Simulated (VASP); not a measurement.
## W: single point with PBE+D3(BJ)

The system is W.

```
CELL_PARAMETERS angstrom
-1.57500 1.57500 1.57500
1.57500 -1.57500 1.57500
1.57500 1.57500 -1.57500
ATOMIC_POSITIONS crystal
W 0.00000 0.00000 0.00000
```

| Item | Value |
| --- | --- |
| Program | VASP 6.6.1 |
| Task | single point |
| Functional | PBE |
| Dispersion | D3(BJ) |
| Potentials or basis | VASP PAW PBE potentials, release 64 (W_sv) |
| Cutoff | 500 eV |
| k mesh | 8 × 8 × 8 |
| Occupations | gaussian, width 0.1 eV |
| Spin | no spin polarisation |

```
Pressure                   : 4.0 GPa
Band gap on the k mesh     : zero (band 7 reaches 16.92 eV, above the bottom of band 8 at 10.40 eV)
Dispersion energy per atom : -0.706 eV
```

Levels at points of the mesh, in eV from the Fermi level:
| k point | band 3 | band 4 | band 5 | band 6 | band 7 | band 8 | band 9 | band 10 | band 11 | band 12 |
| --- | --- | --- | --- | --- | --- | --- | --- | --- | --- | --- |
| (0.00, 0.00, 0.00) | -37.48 | -37.48 | -9.49 | -1.02 | -1.02 | -1.02 | 2.52 | 2.52 | 14.78 | 14.78 |
| (0.50, 0.00, 0.00) | -37.91 | -37.48 | -6.14 | -3.41 | 0.96 | 2.43 | 3.42 | 6.51 | 11.55 | 11.75 |
| (0.50, 0.50, 0.50) | -38.42 | -38.42 | -5.72 | -5.72 | 5.50 | 5.50 | 5.50 | 8.59 | 8.59 | 8.59 |

It took 8.4 s on 1 thread of Intel Xeon 8259CL, on a shared host, peak memory 0.14 GiB.

Caveat: spin-orbit coupling is left out, which moves the levels of the heavy elements; pairwise dispersion overbinds metals, which lowers pressure and volume.
